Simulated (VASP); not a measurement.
A run of VASP 6.6.1:

INCAR

```
PREC = Accurate ; ENCUT = 600
EDIFF = 1E-7 ; ISMEAR = 0
SIGMA = 0.1 ; LREAL = False
LASPH = True ; NELM = 80
ALGO = Fast ; ISIF = 3
LWAVE = False ; LCHARG = False
GGA = PS ; IBRION = 2
NSW = 70 ; EDIFFG = -0.008
PSTRESS = 120.0
```

File KPOINTS:

```
regular mesh
0
Gamma
  18 18 10
```

POSCAR

```
Rh
1.0
    2.6544920532      0.0000000000      0.0000000000
   -1.3272460266      2.2988575522      0.0000000000
    0.0000000000      0.0000000000      4.2754766222
Rh
2
Direct
    0.6666666667      0.3333333333      0.7500000000
    0.3333333333      0.6666666667      0.2500000000
```

Potentials or basis: VASP PAW PBE potentials, release 64 (Rh_pv).

The run is started by

```bash
$ cat potpaw_PBE.64/Rh_pv/POTCAR > POTCAR
$ mpirun -np 1 vasp_std > vasp.out
```

Hardware: 1 thread of Intel(R) Xeon(R) Platinum 8488C (Sapphire Rapids), with other jobs on the host.

Problem. Estimate the wall time of this run.

Solution. Run time: 2.8 min on 1 thread of Intel(R) Xeon(R) Platinum 8488C (Sapphire Rapids) (shared host), peak memory 0.23 GiB. Counts: scf iterations 31, k points 222, ion steps 3.
